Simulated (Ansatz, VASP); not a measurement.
MgMn3NiO8 in VASP and in Ansatz

INCAR

```
PREC = Accurate
ENCUT = 520
EDIFF = 1E-8
ISMEAR = -1
SIGMA = 0.02
LREAL = F
LASPH = T
NELM = 150
ALGO = Normal
ISIF = 2
LWAVE = F
LCHARG = F
ISPIN = 2
MAGMOM = 0 3 3 3 2 0 0 0 0 0 0 0 0
LORBIT = 11
LMAXMIX = 4
GGA = PE
LEFG = T
NBANDS = 66
```

The input KPOINTS:

```
regular mesh
0
Gamma
  4 4 4
```

Contents of POSCAR:

```
MgMn3NiO8
1.0
    2.9493985993      1.7028360753      4.8606095330
   -2.9493985993      1.7028360753      4.8606095330
    0.0000000000     -3.4056721505      4.8606095330
Mg Mn Ni O
1 3 1 8
Direct
    0.0000000000      0.0000000000      0.0000000000
    0.0000000000      0.5000000000      0.5000000000
    0.5000000000      0.5000000000      0.0000000000
    0.5000000000      0.0000000000      0.5000000000
    0.5000000000      0.5000000000      0.5000000000
    0.2487455000      0.2487455000      0.7124270000
    0.2487455000      0.7124270000      0.2487455000
    0.7124270000      0.2487455000      0.2487455000
    0.2659303300      0.2659303300      0.2659303300
    0.7340696700      0.7340696700      0.7340696700
    0.2875730000      0.7512545000      0.7512545000
    0.7512545000      0.2875730000      0.7512545000
    0.7512545000      0.7512545000      0.2875730000
```

Input for Ansatz:

```yaml
crystal:
  lattice:
    - [2.9493985993, 1.7028360753, 4.860609533]
    - [-2.9493985993, 1.7028360753, 4.860609533]
    - [0.0, -3.4056721505, 4.860609533]
  atoms:
    - { symbol: Mg, position: [0.0, 0.0, 0.0] }
    - { symbol: Mn, position: [0.0, 0.5, 0.5], spin: 3.0 }
    - { symbol: Mn, position: [0.5, 0.5, 0.0], spin: 3.0 }
    - { symbol: Mn, position: [0.5, 0.0, 0.5], spin: 3.0 }
    - { symbol: Ni, position: [0.5, 0.5, 0.5], spin: 2.0 }
    - { symbol: O, position: [0.2487455, 0.2487455, 0.712427] }
    - { symbol: O, position: [0.2487455, 0.712427, 0.2487455] }
    - { symbol: O, position: [0.712427, 0.2487455, 0.2487455] }
    - { symbol: O, position: [0.26593033, 0.26593033, 0.26593033] }
    - { symbol: O, position: [0.73406967, 0.73406967, 0.73406967] }
    - { symbol: O, position: [0.287573, 0.7512545, 0.7512545] }
    - { symbol: O, position: [0.7512545, 0.287573, 0.7512545] }
    - { symbol: O, position: [0.7512545, 0.7512545, 0.287573] }
magnetization:
  spin_polarized: true
kpoints:
  mp_grid: { grid: [4, 4, 4] }
scf:
  occupations: { method: fermi_dirac, width: 0.02 }
hamiltonian:
  xc: pbe
  pseudopotentials: { kind: paw }
output:
  forces: true
  stress: true
  populations: true
  efg:
    quadrupole_moments_barn: { Mg: 0.1994, Mn: 0.33, Ni: 0.162, O: -0.02558 }
    contact_densities: true
  write_density: true
  write_potential: true
  elf: true
  volumetric_format: npy
```

Alike in both runs: task electric field gradients; functional PBE; k mesh 4 × 4 × 4; occupations fermi-dirac, width 0.02 eV; collinear spin.

|  | VASP | Ansatz |
| --- | --- | --- |
| version | VASP 6.6.1 | Ansatz 0.2.0 |
| potentials or method | VASP PAW PBE potentials, release 64 (Mg, Mn_pv, Ni, O) | plane-wave PAW, scalar-relativistic |
| plane-wave cutoff (eV) | 520 | 420 |
| valence electrons in the cell | 99 | 121 |

|  | VASP | Ansatz | Ansatz less VASP |
| --- | --- | --- | --- |
| gap on the k mesh at the Fermi level (eV) | 0.97 | 0.99 | +0.021 |
| pressure (GPa) | -5.3 | -5.7 | -0.45 |
| traceless stress, the component that is largest in VASP (GPa) | 1.45 | 1.59 | +0.139 |
| rms of the force components (eV/Å) | 0.188 | 0.219 | +0.0311 |
| net moment per atom (μB) | 0.54 | 0.54 | 0.000 |
| size of the moment on the site where the two differ most (μB) | 2.85 | 2.53 | -0.325 |
| size of Vzz on the site where it differs most (V/Å²) | 15.8 | 8.4 | -7.42 |

Site moments also hang on the region over which each program counts them. Atom by atom the forces differ by 0.032 eV/Å (rms over components). VASP's potentials hold 99 valence electrons a cell and Ansatz's 121, so a difference there can come from the potentials and not from the codes. Ansatz's warnings: seeded moment not kept, stability check not made.
